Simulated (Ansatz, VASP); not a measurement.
## Ru: VASP and Ansatz over several settings

```
Ru
1.0
     2.66923    0.00000    0.00000
    -1.33462    2.31162    0.00000
     0.00000    0.00000    4.22403
Ru
2
Direct
  0.66667 0.33333 0.75000
  0.33333 0.66667 0.25000
```

Single points on this cell with VASP 6.6.1 and Ansatz 0.2.0. Each row is one pair of runs.

```tsv
level	spin	k mesh	smearing	VASP's potentials, cutoff	Ansatz's potentials, cutoff	pressure (GPa), VASP	pressure (GPa), Ansatz
PBE0	off	6 × 6 × 4	fermi-dirac, width 0.05 eV	VASP PAW PBE potentials, release 64 (Ru_pv), 520 eV	Ansatz PAW, 420 eV	6.3	5.7
PBE+D3(BJ)	non-collinear, zero start, SOC	8 × 8 × 5	fermi-dirac, width 0.02 eV	VASP PAW PBE potentials, release 64 (Ru_pv), 520 eV	Ansatz PAW, 420 eV	10.9	10.8
LDA	off	11 × 11 × 6	fermi-dirac, width 0.05 eV	VASP PAW LDA potentials, release 64 (Ru_pv), 520 eV	JTH PAW LDA, 1800 eV	2.6	1.4
```

Pressure (GPa): the two programs differ by at most 1.27.

VASP's potentials hold 28 valence electrons a cell and Ansatz's 32, so a difference there can come from the potentials and not from the codes.

The k mesh is coarse in some rows, so the values compare programs but aren't converged.
